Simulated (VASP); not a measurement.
InSb: single point with r2SCAN

The system is InSb.

```
In Sb
1.0
     0.00000    2.97997    3.23910
     2.97997    0.00000    3.23910
     2.97997    2.97997    0.00000
In Sb
1 1
Direct
  0.00000 0.00000 0.00000
  0.75000 0.75000 0.75000
```

This cell differs from its parent crystal: strain -0.080 along x and y, +0.000 along z.

```
Program                : VASP 6.6.1
Task                   : single point
Functional             : r2SCAN
Potentials or basis    : VASP PAW PBE potentials, release 64 (In_d, Sb)
Cutoff                 : 520 eV
k mesh                 : 10 × 10 × 10
Occupations            : gaussian, width 0.03 eV
Spin                   : no spin polarisation
Dipole correction      : no
Further INCAR settings : ALGO = Normal; EDIFF = 1e-06; NBANDS = 16
```

| Quantity | Value |
| --- | --- |
| Pressure | 14.1 GPa |
| Band gap on the k mesh | 0.75 eV, indirect (least direct gap 1.07 eV) |

Stress tensor (GPa, compression positive):
```
14.91  0.00  0.00
 0.00 14.91  0.00
 0.00  0.00 12.37
```

Levels at points of the mesh, in eV from the valence-band top:
| k point | band 6 | band 7 | band 8 | band 9 | band 10 | band 11 | band 12 | band 13 |
| --- | --- | --- | --- | --- | --- | --- | --- | --- |
| (0.00, 0.00, 0.00) | -12.55 | -0.57 | 0.00 | 0.00 | 1.07 | 2.93 | 2.93 | 3.13 |
| (0.50, 0.00, 0.00) | -10.60 | -6.90 | -1.88 | -1.17 | 0.86 | 3.79 | 4.17 | 6.22 |
| (0.50, 0.50, 0.00) | -9.98 | -7.42 | -2.82 | -2.82 | 1.46 | 1.72 | 9.58 | 9.58 |
| (0.50, 0.00, 0.50) | -9.60 | -6.92 | -3.38 | -3.31 | 0.88 | 0.98 | 9.04 | 9.20 |

It took 2.5 min on 1 thread of Intel(R) Xeon(R) 6975P-C (Granite Rapids), on a shared host, peak memory 0.27 GiB.

Caveat: the cell differs from its parent crystal (strain -0.080 along x and y, +0.000 along z); the PAW data sets were made with another functional, which shifts forces and pressure a little; spin-orbit coupling is left out, which moves the levels of the heavy elements. A k mesh can miss the band edges.
